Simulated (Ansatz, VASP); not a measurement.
**Two plane-wave programs on TlCl**

Contents of POSCAR:

```
TlCl
1.0
    3.8388256296      0.0000000000      0.0000000000
    0.0000000000      3.8388256296      0.0000000000
    0.0000000000      0.0000000000      3.8388256296
Tl Cl
1 1
Direct
    0.0000000000      0.0000000000      0.0000000000
    0.5000000000      0.5000000000      0.5000000000
```

File INCAR.step1:

```
PREC = Accurate
ENCUT = 400
EDIFF = 1E-5
ISMEAR = 0
SIGMA = 0.01
LREAL = False
LASPH = True
NELM = 120
ALGO = Normal
ISIF = 2
LWAVE = True
LCHARG = False
NBANDS = 17
GGA = PE
GGA_COMPAT = False
```

INCAR.step2

```
PREC = Accurate
ENCUT = 400
EDIFF = 1E-6
ISMEAR = 0
SIGMA = 0.01
LREAL = False
LASPH = True
NELM = 120
ALGO = Normal
ISIF = 2
LWAVE = False
LCHARG = False
GGA = PE
LHFCALC = True
AEXX = 0.3
HFSCREEN = 0.3
PRECFOCK = Normal
NBANDS = 17
ISTART = 1
GGA_COMPAT = False
```

The input KPOINTS:

```
regular mesh
0
Gamma
  4 4 4
```

Input for Ansatz:

```yaml
crystal:
  lattice:
    - [3.8388256296, 0.0, 0.0]
    - [0.0, 3.8388256296, 0.0]
    - [0.0, 0.0, 3.8388256296]
  atoms:
    - { symbol: Tl, position: [0.0, 0.0, 0.0] }
    - { symbol: Cl, position: [0.5, 0.5, 0.5] }
kpoints:
  mp_grid: { grid: [4, 4, 4] }
hamiltonian:
  xc: { exchange: pbe, correlation: pbe, exx: { coeff: 0.3, omega: 0.3 } }
scf:
  occupations: { method: fixed }
  n_extra_bands: 4
output:
  forces: true
  stress: true
  eigenvalues: true
```

Alike in both runs: task single point; functional PBE-based screened hybrid; k mesh 4 × 4 × 4; no spin polarisation.

|  | VASP | Ansatz |
| --- | --- | --- |
| version | VASP 6.6.1 | Ansatz 0.2.0 |
| potentials or method | VASP PAW PBE potentials, release 64 (Tl_d, Cl) | plane waves |
| plane-wave cutoff (eV) | 400 | 420 |
| occupations | gaussian, width 0.01 eV | fixed |
| valence electrons in the cell | 20 | 20 |

VASP gave:

```
gap on the k mesh at the Fermi level (eV) : 2.79
pressure (GPa)                            : 0.8
```

**Question.** Estimate Ansatz's values.

**Answer.** gap on the k mesh at the Fermi level (eV): 2.79; pressure (GPa): 0.9.

VASP's potentials were made for PBE, not for PBE-based screened hybrid. Ansatz's warnings: stress exchange threshold loose, stress scf threshold loose.

Neither program's run includes spin-orbit coupling.
